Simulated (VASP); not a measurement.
## Ir: single point with PBEsol

Crystal: Ir.

```
Ir
1.0
     2.75138    0.00000    0.00000
    -1.37569    2.38276    0.00000
     0.00000    0.00000    4.28380
Ir
2
Direct
  0.33333 0.66667 0.25000
  0.66667 0.33333 0.75000
```

```yaml
Program: VASP 6.6.1
Task: single point
Functional: PBEsol
Potentials_or_basis: VASP PAW PBE potentials, release 64 (Ir_sv_GW)
Cutoff: 500 eV
k_mesh: 9 × 9 × 5
Occupations: fermi-dirac, width 0.05 eV
Spin: no spin polarisation
Dipole_correction: no
Second_run: valence_matched
Further_INCAR_settings: ALGO = Normal; EDIFF = 1e-06; NBANDS = 24
```

| Item | Value |
| --- | --- |
| Pressure | 0.0 GPa |
| Band gap on the k mesh | zero (band 17 reaches 13.78 eV, above the bottom of band 18 at 10.94 eV) |

Stress tensor (GPa, compression positive):
```
-6.85  0.00  0.00
 0.00 -6.85  0.00
 0.00  0.00 13.58
```

Levels at points of the mesh, in eV from the Fermi level:
| k point | band 15 | band 16 | band 17 | band 18 | band 19 | band 20 |
| --- | --- | --- | --- | --- | --- | --- |
| (0.00, 0.00, 0.00) | -3.20 | -2.80 | -2.80 | -0.48 | 0.24 | 0.24 |

It took 16 s on 1 thread of Intel(R) Xeon(R) Platinum 8559C (Emerald Rapids), with other jobs on the host, peak memory 0.14 GiB.

Caveat: the PAW data sets were made with another functional, which shifts forces and pressure a little; spin-orbit coupling is left out, which moves the levels of the heavy elements.
